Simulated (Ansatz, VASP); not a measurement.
## Si in VASP and in Ansatz

File INCAR:

```
SYSTEM = Si
  ALGO = Normal
  EDIFF = 1E-6
  EDIFFG = -0.002
  ENCUT = 520
  GGA = PS
  IBRION = 2
  ISIF = 2
  ISMEAR = 0
  LASPH = .TRUE.
  LCHARG = .FALSE.
  LREAL = .FALSE.
  LWAVE = .FALSE.
  NELM = 100
  NSW = 60
  PREC = Accurate
  SIGMA = 0.01
```

The input KPOINTS:

```
k-points
0
G
  9 9 6
  0 0 0
```

POSCAR

```
Si
1.0
    3.8438634368      0.0000000000      0.0000000000
   -1.9219317184      3.3288833850      0.0000000000
    0.0000000000      0.0000000000      6.3125608174
Si
4
Direct
    0.3333333333      0.6666666667     -0.0004406984
    0.6666666667      0.3333333333      0.4995593016
    0.3333333333      0.6666666667      0.3744406984
    0.6666666667      0.3333333333      0.8744406984
```

Input for Ansatz:

```yaml
crystal:
  lattice:
    - [3.8438634368, 0.0, 0.0]
    - [-1.9219317184, 3.328883385, 0.0]
    - [0.0, 0.0, 6.3125608174]
  atoms:
    - { symbol: Si, position: [0.3333333333, 0.6666666667, -0.0004406984] }
    - { symbol: Si, position: [0.6666666667, 0.3333333333, 0.4995593016] }
    - { symbol: Si, position: [0.3333333333, 0.6666666667, 0.3744406984] }
    - { symbol: Si, position: [0.6666666667, 0.3333333333, 0.8744406984] }
basis:
  ecutwfc: 600.0
kpoints:
  mp_grid: { grid: [9, 9, 6] }
hamiltonian:
  xc: pbesol
  pseudopotentials: { kind: paw, azcp: { folder: soft_1 } }
scf:
  occupations: { method: gaussian, width: 0.01 }
output:
  forces: true
  stress: true
  eigenvalues: true
relax:
  adjacent_minimum: "off"
  f_tol: 0.002
  max_steps: 40
```

Change from the starting cell: strained cell.

Alike in both runs: task relaxation of the atoms; functional PBEsol; k mesh 9 × 9 × 6; occupations gaussian, width 0.01 eV; no spin polarisation.

|  | VASP | Ansatz |
| --- | --- | --- |
| version | VASP 6.6.1 | Ansatz 0.2.0 |
| potentials or method | VASP PAW PBE potentials, release 64 (Si), cutoff 520 eV | scalar-relativistic, plane waves, PAW |
| valence electrons in the cell | 16 | 16 |

```tsv
	VASP	Ansatz	Ansatz less VASP
gap on the k mesh at the Fermi level, each at its own relaxed structure (eV)	0.33	0.33	+0.007
```

VASP's potentials were made for PBE, not for PBEsol, and Ansatz warns of the same on its side. Ansatz's warnings: stress scf threshold loose.
